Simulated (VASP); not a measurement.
# TiAl (P1) in VASP: a series of runs

The runs below take TiAl through single point, with PBEsol.

Everything below comes from runs of VASP 6.6.1. Logs are shortened: lines on timing, memory, paths and dates and some standing lists are left out, and cuts for length are marked.

## Step 1: The cell of the first run

The typed cell holds 2 atoms: a = 2.867 Å, b = 2.867 Å, c = 4.678 Å, α = 90.00°, β = 90.00°, γ = 120.00°.

## Step 2: Single point, PBEsol (atom 1 (Ti) moved by (-0.300, -0.600) A along [1 1 0] and z)

Contents of INCAR:

```
PREC = Accurate
ENCUT = 520
EDIFF = 1E-7
ISMEAR = 0
SIGMA = 0.15
LREAL = F
LASPH = T
NELM = 60
ALGO = Fast
ISIF = 2
LWAVE = F
LCHARG = F
GGA = PS
NBANDS = 14
```

Contents of KPOINTS:

```
regular mesh
0
Gamma
  18 18 10
```

Contents of POSCAR:

```
TiAl
1.0
    2.8672622327      0.0000000000      0.0000000000
   -1.4336311163      2.4831219328      0.0000000000
    0.0000000000      0.0000000000      4.6780830000
Ti Al
1 1
Direct
   -0.1166989603     -0.0854295681     -0.1282576645
    0.3333333333      0.6666666667      0.5000000000
```

Potentials or basis: VASP PAW PBE potentials, release 64 (Ti_sv, Al).

Started as:

```
> cat potpaw_PBE.64/Ti_sv/POTCAR potpaw_PBE.64/Al/POTCAR > POTCAR
> mpirun -np 1 vasp_std > vasp.out
```

OUTCAR:

```text
PREC = Accurate
   ENCUT = 520
   EDIFF = 1E-7
   ISMEAR = 0
   LREAL = F
   LASPH = T
   NELM = 60
   ISIF = 2
   GGA = PS

 ion  position               nearest neighbor table
   1  0.883  0.915  0.872-   2 2.21   2 2.47   2 2.56
   2  0.333  0.667  0.500-   1 2.21   1 2.47   1 2.56

  LATTYP: Found a hexagonal cell.
 ALAT       =     2.8672622327
 C/A-ratio  =     1.6315504549

  Lattice vectors:

 A1 = (   2.8672622327,   0.0000000000,   0.0000000000)
 A2 = (  -1.4336311163,   2.4831219328,   0.0000000000)
 A3 = (   0.0000000000,   0.0000000000,   4.6780830000)

Analysis of symmetry for initial positions (statically):
=====================================================================
 Subroutine PRICEL returns:
 Original cell was already a primitive cell.

 Routine SETGRP: Setting up the symmetry group for a
 hexagonal supercell.

 Subroutine GETGRP returns: Found  1 space group operations
 (whereof  1 operations were pure point group operations)
 out of a pool of 24 trial point group operations.

The static configuration has the point symmetry C_1 .

Analysis of symmetry for dynamics (positions and initial velocities):
=====================================================================
 Subroutine PRICEL returns:
 Original cell was already a primitive cell.

 Routine SETGRP: Setting up the symmetry group for a
 hexagonal supercell.

 Subroutine GETGRP returns: Found  1 space group operations
 (whereof  1 operations were pure point group operations)
 out of a pool of 24 trial point group operations.

The dynamic configuration has the point symmetry C_1 .

 Subroutine INISYM returns: Found  1 space group operations
 (whereof  1 operations are pure point group operations),
 and found     1 'primitive' translations

----------------------------------------------------------------------------------------

                                     Primitive cell

  volume of cell :      33.3068

  direct lattice vectors                    reciprocal lattice vectors
     2.867262233  0.000000000  0.000000000     0.348764751  0.201359423  0.000000000
    -1.433631116  2.483121933  0.000000000     0.000000000  0.402718846  0.000000000
     0.000000000  0.000000000  4.678083000     0.000000000  0.000000000  0.213762774

  length of vectors
     2.867262233  2.867262233  4.678083000     0.402718846  0.402718846  0.213762774

  position of ions in fractional coordinates (direct lattice)
     0.883301040  0.914570432  0.871742336
     0.333333333  0.666666667  0.500000000
[... 89 lines left out ...]
   NUPDOWN=      -1.0000    fix difference up-down
   EMIN   =  10.00;   EMAX   =-10.00  energy-range for DOS
   EFERMI =   0.00;   METHOD = LEGACY
   ISMEAR =     0;   SIGMA  =   0.15  broadening in eV -4-tet -1-fermi 0-gaus
   EFERMI_NEDOS =   21; number of points for ismear=-14 and -15
   IALGO  =     68    algorithm
   IMIX   =      4    mixing-type and parameters
     AMIX     =   0.40;   BMIX     =  1.00
     AMIX_MAG =   1.60;   BMIX_MAG =  1.00
  volume/ion in A,a.u.               =      16.65       112.38
  Fermi-wavevector in a.u.,A,eV,Ry     =   1.254857  2.371335 21.424622  1.574665
  Thomas-Fermi vector in A             =   2.388641
   LORBIT       =      0    0 simple, 1 ext, 2 COOP (PROOUT), +10 PAW based schemes
   GGA     = PS    functional components
   LHFCALC =     F    Hartree Fock is set to
   AEXX    =    0.0000 exact exchange contribution
   IVDW    =     0    specifies the selected vdW correction
   LEPSILON=     F    determine dielectric tensor
   LRPA    =     F    only Hartree local field effects (RPA)
 non-spin polarized calculation
 RMM-DIIS sequential band-by-band and
 Gauss-broadening in eV      SIGMA  =   0.15
  energy-cutoff  :      520.00
  volume of cell :       33.31
 maximum number of plane-waves:       917
 NGX is ok and might be reduce to    24
   NGX = 11   NGY = 11   NGZ = 17

 number of electron      15.0000000 magnetization

 Free energy of the ion-electron system (eV)
  ---------------------------------------------------
  ext. energy  EPLUGINS =         0.00000000
  ---------------------------------------------------
  free energy    TOTEN  =       -11.32857479 eV

  energy without entropy =      -11.29215593  energy(sigma->0) =      -11.31036536

 E-fermi :   7.6730     XC(G=0): -10.8853

 val. band max:        7.6725490747   @ k =   0.2778   0.0556   0.5000
 cond. band min:       7.6730304067   @ k =   0.2222   0.3333  -0.3000
 fundamental gap:      0.0004813320
 Fermi energy:         7.6729831207

 k-point     1 :       0.0000    0.0000    0.0000
  band No.  band energies     occupation
      1     -48.4271      2.00000
      2     -24.9097      2.00000
      3     -24.4624      2.00000
      4     -24.4608      2.00000
      5      -1.1309      2.00000
      6       4.9097      2.00000
      7       6.7255      2.00000
      8       8.7214      0.00000
      9       8.7950      0.00000
     10      10.0961      0.00000
     11      10.3382      0.00000
     12      11.5464      0.00000
     13      20.2567      0.00000
     14      20.8861      0.00000
[... 377 lines left out ...]
      1     -48.3294      2.00000
      2     -25.0597      2.00000
      3     -24.8093      2.00000
      4     -24.5946      2.00000
      5       3.1582      2.00000
      6       4.9007      2.00000
      7       6.4270      2.00000
      8       7.2328      1.99997
      9       9.3411      0.00000
     10      11.5578      0.00000
     11      11.6769      0.00000
     12      12.1317      0.00000
     13      12.8449      0.00000
     14      16.1236      0.00000

 [... further k-points ...]

------------------------ aborting loop because EDIFF is reached ----------------------------------------

  FORCE on cell =-STRESS in cart. coord.  units (eV):
  Direction    XX          YY          ZZ          XY          YZ          ZX
  --------------------------------------------------------------------------------------
  -------------------------------------------------------------------------------------
  Total        3.2798340      0.5120921      6.1532093      1.2368153      1.3003321      2.0296482
  in kB      157.7716870     24.6334504    295.9912598     59.4952153     62.5505999     97.6333003
  external PRESSURE =     159.4654657 kB  Pullay stress =       0.0000000 kB

 VOLUME and BASIS-vectors are now :
 -----------------------------------------------------------------------------
  energy-cutoff  :      520.00
  volume of cell :       33.31
      direct lattice vectors                 reciprocal lattice vectors
     2.867262233  0.000000000  0.000000000     0.348764751  0.201359423  0.000000000
    -1.433631116  2.483121933  0.000000000     0.000000000  0.402718846  0.000000000
     0.000000000  0.000000000  4.678083000     0.000000000  0.000000000  0.213762774

 POSITION                                       TOTAL-FORCE (eV/Angst)
 -----------------------------------------------------------------------------------
      1.22150      2.27099      4.07808         1.418537      0.903244      5.630487
     -0.00000      1.65541      2.33904        -1.418537     -0.903244     -5.630487
 -----------------------------------------------------------------------------------
    total drift:                                0.000300      0.000275      0.002637

  FREE ENERGIE OF THE ION-ELECTRON SYSTEM (eV)
  ---------------------------------------------------
  free  energy   TOTEN  =       -11.3285747932 eV

  energy  without entropy=      -11.2921559282  energy(sigma->0) =      -11.31036536
```

stdout:

```text
POSCAR found type information on POSCAR TiAl
 POSCAR found :  2 types and       2 ions
 scaLAPACK will be used
 -----------------------------------------------------------------------------
|                                                                             |
[... 105 lines left out ...]
WARNING in EDDRMM: call to ZHEGV failed, returncode =   6  3      6
 num prob WARNING in EDDRMM: call to ZHEGV failed, returncode =   6  3      7
 num prob WARNING in EDDRMM: call to ZHEGV failed, returncode =   6  3      8
WARNING in EDDRMM: call to ZHEGV failed, returncode =   6  3      9
 num prob WARNING in EDDRMM: call to ZHEGV failed, returncode =   6  3      5
 num prob  num prob  num prob RMM:  27    -0.113285725966E+02   -0.85488E-06   -0.76063E-06 63497   0.138E-02    0.484E-03
WARNING in EDDR
```

Wall time 19 min (1 thread of AMD EPYC 9R45 (Zen 5), shared host); peak memory 0.79 GiB.

Results:

```yaml
Free_energy: -11.3286 eV
Pressure: 15.9 GPa
Largest_force: 5.876 eV/Å
Band_gap_on_the_k_mesh: zero (an odd number of electrons rules out a gap without spin polarisation)
```

Forces on the atoms (eV/Å):
```
Ti   1.419  0.903  5.630
Al  -1.419 -0.903 -5.630
```

Stress tensor (GPa, compression positive):
```
15.78  5.95  9.76
 5.95  2.46  6.26
 9.76  6.26 29.60
```

Caveat: the cell differs from its parent crystal (atom 1 (Ti) moved by (-0.300, -0.600) A along [1 1 0] and z); the stress differs along the axes, from 2 to 30 GPa; the PAW data sets were made with another functional, which shifts forces and pressure a little.

## Step 3: Single point, PBEsol (atom 1 (Ti) moved by (+0.300, -0.600) A along [1 1 0] and z)

Contents of INCAR:

```
PREC = Accurate
ENCUT = 520
EDIFF = 1E-6
ISMEAR = 0
SIGMA = 0.15
LREAL = False
LASPH = True
NELM = 60
ALGO = Fast
ISIF = 2
LWAVE = False
LCHARG = False
GGA = PS
NBANDS = 14
```

Contents of KPOINTS:

```
Automatic mesh
0
Gamma
  18 18 10
```

POSCAR, as its differences from that of step 2:

```diff
@@ -8,3 +8,3 @@
 Direct
-   -0.1166989603     -0.0854295681     -0.1282576645
+    0.1166989603      0.0854295681     -0.1282576645
     0.3333333333      0.6666666667      0.5000000000
```

Potentials or basis: VASP PAW PBE potentials, release 64 (Ti_sv, Al).

Started as:

```
> cat potpaw_PBE.64/Ti_sv/POTCAR potpaw_PBE.64/Al/POTCAR > POTCAR
> mpirun -np 1 vasp_std > vasp.out
```

Wall time 14 min (1 thread of AMD EPYC 9R45 (Zen 5), shared host); peak memory 0.79 GiB.

Results (log left out):

* Free energy: -11.4012 eV
* Pressure: 15.5 GPa
* Largest force: 5.561 eV/Å
* Band gap on the k mesh: zero (an odd number of electrons rules out a gap without spin polarisation)

Forces in eV/Å, atoms in the order of the input:
```
Ti  -0.402 -0.914  5.471
Al   0.402  0.914 -5.471
```

Stress tensor (GPa, compression positive):
```
 2.73 -7.28 -2.83
-7.28 15.87 -6.31
-2.83 -6.31 28.04
```

Levels at points of the mesh, in eV from the Fermi level:
```csv
k point,band 4,band 5,band 6,band 7,band 8,band 9,band 10,band 11,band 12,band 13
"(0.00, 0.00, 0.00)",-32.14,-8.81,-2.77,-0.95,1.05,1.13,2.41,2.69,3.87,12.57
"(0.50, 0.00, 0.00)",-32.28,-3.75,-3.48,-1.22,-0.55,1.60,4.01,4.30,4.42,5.15
"(0.00, 0.50, 0.00)",-32.28,-3.73,-3.41,-1.17,-0.77,1.82,4.00,4.21,4.60,5.26
"(0.50, 0.50, 0.00)",-32.28,-3.73,-3.43,-1.18,-0.74,1.79,4.00,4.23,4.57,5.22
"(0.00, 0.00, 0.50)",-32.14,-8.03,-4.96,-0.35,1.06,1.14,2.36,2.63,6.66,11.08
"(0.50, 0.00, 0.50)",-32.28,-3.90,-2.96,-1.41,0.96,1.33,1.47,2.96,4.01,6.76
"(0.00, 0.50, 0.50)",-32.28,-3.89,-2.95,-1.39,0.74,1.40,1.67,3.00,4.00,6.80
"(0.50, 0.50, 0.50)",-32.28,-3.89,-2.95,-1.41,0.78,1.37,1.66,3.01,4.01,6.79
```

Caveat: the cell differs from its parent crystal (atom 1 (Ti) moved by (+0.300, -0.600) A along [1 1 0] and z); the stress differs along the axes, from 3 to 28 GPa; the PAW data sets were made with another functional, which shifts forces and pressure a little.
